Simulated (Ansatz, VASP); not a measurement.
# Na in VASP and in Ansatz

INCAR

```
SYSTEM = Na
PREC     = Accurate       ! precision mode
ENCUT    = 500            ! plane-wave cutoff, eV
EDIFF    = 1E-7           ! SCF threshold, eV
ISMEAR   = 0              ! smearing method
SIGMA    = 0.1            ! smearing width, eV
LREAL    = .FALSE.        ! projectors in reciprocal space
LASPH    = .TRUE.         ! aspherical terms in the spheres
NELM     = 120            ! most SCF steps
ALGO     = Normal         ! electronic algorithm
ISIF     = 3              ! what is computed and relaxed
LWAVE    = .FALSE.        ! write WAVECAR
LCHARG   = .FALSE.        ! write CHGCAR
GGA      = PE             ! functional
IVDW     = 12             ! dispersion correction
IBRION   = 2              ! ionic algorithm
NSW      = 100            ! ionic steps
EDIFFG   = -0.005         ! ionic threshold
GGA_COMPAT= .FALSE.      
NELMIN   = 4
```

KPOINTS

```
regular mesh
0
G
  14 14 14
  0 0 0
```

The input POSCAR:

```
Na
1.0
   -2.0500000000      2.0500000000      2.0500000000
    2.0500000000     -2.0500000000      2.0500000000
    2.0500000000      2.0500000000     -2.0500000000
Na
1
Direct
    0.0000000000      0.0000000000      0.0000000000
```

Input for Ansatz:

```yaml
crystal:
  lattice:
    - [-2.05, 2.05, 2.05]
    - [2.05, -2.05, 2.05]
    - [2.05, 2.05, -2.05]
  atoms:
    - { symbol: Na, position: [0.0, 0.0, 0.0] }
basis:
  ecutwfc: 420
kpoints:
  mp_grid: { grid: [14, 14, 14] }
hamiltonian:
  xc: pbe
  dispersion: d3bj
scf:
  occupations: { method: gaussian, width: 0.1 }
output:
  forces: true
  stress: true
  eigenvalues: true
  write_density: true
  write_potential: true
  elf: true
  volumetric_format: npy
relax:
  adjacent_minimum: "off"
  f_tol: 0.005
  max_steps: 80
  cell: { stress_tol: 0.05 }
```

Alike in both runs: task relaxation of cell and atoms; functional PBE; dispersion D3(BJ); k mesh 14 × 14 × 14; occupations gaussian, width 0.1 eV; no spin polarisation.

```csv
,VASP,Ansatz
version,VASP 6.6.1,Ansatz 0.2.0
potentials or method,"VASP PAW PBE potentials, release 64 (Na_pv), cutoff 500 eV","scalar-relativistic, plane waves, PAW"
valence electrons in the cell,7,9
```

|  | VASP | Ansatz | Ansatz less VASP |
| --- | --- | --- | --- |
| gap on the k mesh at the Fermi level, each at its own relaxed structure (eV) | none | none | - |
| relaxed volume (Å³/atom) | 33.91 | 33.96 | +0.050 |
| relaxed length of the cell vector where the two differ most in proportion (Å) | 3.532 | 3.533 | +0.0017 |

A gap of «none» marks a metal or a gap that the smearing closes. VASP's potentials hold 7 valence electrons a cell and Ansatz's 9, so a difference there can come from the potentials and not from the codes.
